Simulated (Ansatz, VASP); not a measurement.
# Ir: VASP beside Ansatz

The input POSCAR:

```
Ir
1.0
    0.0000000000      1.9197000000      1.8237150000
    1.9197000000      0.0000000000      1.8237150000
    1.9197000000      1.9197000000      0.0000000000
Ir
1
Direct
    0.0000000000      0.0000000000      0.0000000000
```

File INCAR.step1:

```
SYSTEM = Ir
PREC = Accurate
ENCUT = 520
ISMEAR = 0
SIGMA = 0.15
LREAL = .FALSE.
LASPH = .TRUE.
NELM = 60
NBANDS = 10
GGA = PE
ALGO = Normal
EDIFF = 1E-4
LWAVE = .TRUE.
LCHARG = .FALSE.
```

File INCAR.step2:

```
SYSTEM = Ir
PREC = Accurate
ENCUT = 520
EDIFF = 1E-6
ISMEAR = 0
SIGMA = 0.15
LREAL = .FALSE.
LASPH = .TRUE.
NELM = 60
ALGO = Normal
ISIF = 2
LWAVE = .FALSE.
LCHARG = .FALSE.
METAGGA = R2SCAN
LMIXTAU = .TRUE.
NBANDS = 10
ISTART = 1
```

File KPOINTS:

```
regular mesh
0
G
  22 22 22
  0 0 0
```

Input for Ansatz:

```yaml
crystal:
  lattice:
    - [0.0, 1.9197, 1.823715]
    - [1.9197, 0.0, 1.823715]
    - [1.9197, 1.9197, 0.0]
  atoms:
    - { symbol: Ir, position: [0.0, 0.0, 0.0] }
basis:
  ecutwfc: 500
kpoints:
  mp_grid: { grid: [22, 22, 22] }
hamiltonian:
  xc: r2scan
scf:
  occupations: { method: gaussian, width: 0.15 }
output:
  forces: true
  stress: true
  eigenvalues: true
  write_density: true
  write_potential: true
  elf: true
  volumetric_format: npy
```

Change from the starting cell: strain +0.000 along x and y, -0.050 along z, atoms carried along.

Alike in both runs: task single point; functional r2SCAN; k mesh 22 × 22 × 22; occupations gaussian, width 0.15 eV; no spin polarisation.

|  | VASP | Ansatz |
| --- | --- | --- |
| version | VASP 6.6.1 | Ansatz 0.2.0 |
| potentials or method | VASP PAW PBE potentials, release 64 (Ir), cutoff 520 eV | scalar-relativistic, plane waves, PAW |
| valence electrons in the cell | 9 | 17 |

|  | VASP | Ansatz | Ansatz less VASP |
| --- | --- | --- | --- |
| gap on the k mesh at the Fermi level (eV) | none | none | - |
| pressure (GPa) | 28.0 | 24.6 | -3.38 |
| traceless stress, the component that is largest in VASP (GPa) | 14.53 | 14.50 | -0.032 |

VASP's potentials were made for PBE, not for r2SCAN. A gap of «none» marks a metal or a gap that the smearing closes. VASP's potentials hold 9 valence electrons a cell and Ansatz's 17, so a difference there can come from the potentials and not from the codes.

Neither program's run includes spin-orbit coupling.
